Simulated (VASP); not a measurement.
The system is Rh.

```
Rh
1.0
     2.70137    0.00000    0.00000
    -1.35069    2.33946    0.00000
     0.00000    0.00000    4.37174
Rh
2
Direct
  0.33333 0.66667 0.25000
  0.66667 0.33333 0.75000
```

This isn't the form of Rh at room conditions, which is fcc.

- Program: VASP 6.6.1
- Task: relaxation of cell and atoms
- Functional: PBE
- Potentials or basis: VASP PAW PBE potentials, release 64 (Rh_pv)
- Cutoff: 600 eV
- k mesh: 18 × 18 × 10
- Occupations: methfessel-paxton, width 0.1 eV
- Spin: no spin polarisation

At the start: pressure 5.3 GPa; volume 13.81 Å³/atom.

Problem. How do energy, volume and symmetry change on relaxing?

Solution. Over 5 steps the energy falls by 4.7 meV/atom and the volume is 14.09 Å³/atom (+2.0 %); space group P6_3/mmc (No. 194, to 0.1 Å) before and after.

Step by step:
```csv
step,energy change (eV),largest force (eV/Å),pressure (GPa),volume (Å³)
1,0.0000,0.0000,5.27,27.63
2,0.0349,0.0000,-10.33,29.48
3,-0.0090,0.0000,-0.14,28.19
4,-0.0090,0.0000,-0.07,28.18
5,-0.0093,0.0000,0.04,28.17
```

Final structure:
```
CELL_PARAMETERS angstrom
2.72456 0.00000 0.00000
-1.36228 2.35954 0.00000
0.00000 0.00000 4.38221
ATOMIC_POSITIONS crystal
Rh 0.33333 0.66667 0.25000
Rh 0.66667 0.33333 0.75000
```
